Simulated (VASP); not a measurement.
Wanted: the native input for a VASP 6.6.1 run.

```yaml
Task: single point
Functional: PBE
Potentials_or_basis: VASP PAW PBE potentials, release 64 (Ni)
Cutoff: 520 eV
k_mesh: 22 × 22 × 22
Occupations: gaussian, width 0.15 eV
Spin: collinear spin, ferromagnetic start
Starting_moments: "[0.81] μB"
Dipole_correction: no
Further_INCAR_settings: ALGO = Normal; EDIFF = 1e-07; NBANDS = 15
```

The structure of Ni lies in POSCAR:

```
Ni
1.0
    0.0000000000      1.7844803325      1.7844803325
    1.7679500000      0.0165303325      1.7679500000
    1.7679500000      1.7679500000      0.0165303325
Ni
1
Direct
    0.0000000000      0.0000000000      0.0000000000
```

This cell differs from its parent crystal: strain +0.0187 x Voigt [0, 0, 0, 1, 0, 0].

These files were run (other wordings do the same):

INCAR

```
PREC     = Accurate       # precision mode
ENCUT    = 520            # plane-wave cutoff, eV
EDIFF    = 1E-7           # SCF threshold, eV
ISMEAR   = 0              # smearing method
SIGMA    = 0.15           # smearing width, eV
LREAL    = False          # projectors in reciprocal space
LASPH    = True           # aspherical terms in the spheres
NELM     = 150            # most SCF steps
ALGO     = Normal         # electronic algorithm
ISIF     = 2              # what is computed and relaxed
LWAVE    = False          # write WAVECAR
LCHARG   = False          # write CHGCAR
ISPIN    = 2              # spin polarisation
MAGMOM   = 0.81           # initial moments
LORBIT   = 11             # projections on sites
LMAXMIX  = 4              # l up to which the mixer works
GGA      = PE             # functional
NBANDS   = 15             # bands
```

KPOINTS

```
regular mesh
0
Gamma
  22 22 22
```

Potentials or basis: VASP PAW PBE potentials, release 64 (Ni).

Run with:

```sh
$ cat potpaw_PBE.64/Ni/POTCAR > POTCAR
$ mpirun -np 1 vasp_std > vasp.out
```

Results of the run:

```
Pressure                                              : -2.6 GPa
Net moment                                            : 0.64 μB per cell
Site moments                                          : Ni +0.65 μB
Valence electrons inside the program's atomic spheres : Ni 9.28
```

Caveat: the cell differs from its parent crystal (strain +0.0187 x Voigt [0, 0, 0, 1, 0, 0]).

It took 4.4 min on 1 thread of Intel(R) Xeon(R) 6975P-C (Granite Rapids), with other jobs on the host, peak memory 0.46 GiB.
